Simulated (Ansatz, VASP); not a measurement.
Two plane-wave programs on Cd5HgSe6

```
Cd Hg Se
1.0
     4.39002    0.00000    0.00000
    -2.19501    3.80187    0.00000
     0.00000    0.00000   21.48880
Cd Hg Se
5 1 6
Direct
  0.00000 0.00000 0.99946
  0.33333 0.66667 0.83325
  0.66667 0.33333 0.66706
  0.00000 0.00000 0.50069
  0.66667 0.33333 0.16554
  0.33333 0.66667 0.33371
  0.33333 0.66667 0.95815
  0.66667 0.33333 0.79196
  0.00000 0.00000 0.62572
  0.33333 0.66667 0.45962
  0.66667 0.33333 0.29047
  0.00000 0.00000 0.12437
```

Alike in both runs: functional PBE; k mesh 12 × 12 × 2; occupations gaussian, width 0.01 eV; no spin polarisation.

Ansatz relaxed the structure, and its values are those at the end. VASP's run is a single point on that final structure, the one shown.

```csv
,VASP,Ansatz
version,VASP 6.6.1,Ansatz 0.2.0
potentials or method,"VASP PAW PBE potentials, release 64 (Cd, Hg, Se), cutoff 520 eV","scalar-relativistic, plane waves, PAW"
valence electrons in the cell,108,216
```

```tsv
	VASP	Ansatz	Ansatz less VASP
gap on the k mesh at the Fermi level (eV)	0.08	0.09	+0.003
least direct gap on the mesh (eV)	0.08	0.09	+0.003
pressure (GPa)	0.2	0.0	-0.24
```

With one functional, cell and mesh, what is left measures potentials, basis and numerics. VASP's potentials hold 108 valence electrons a cell and Ansatz's 216, so a difference there can come from the potentials and not from the codes.

Spin-orbit coupling is off throughout.
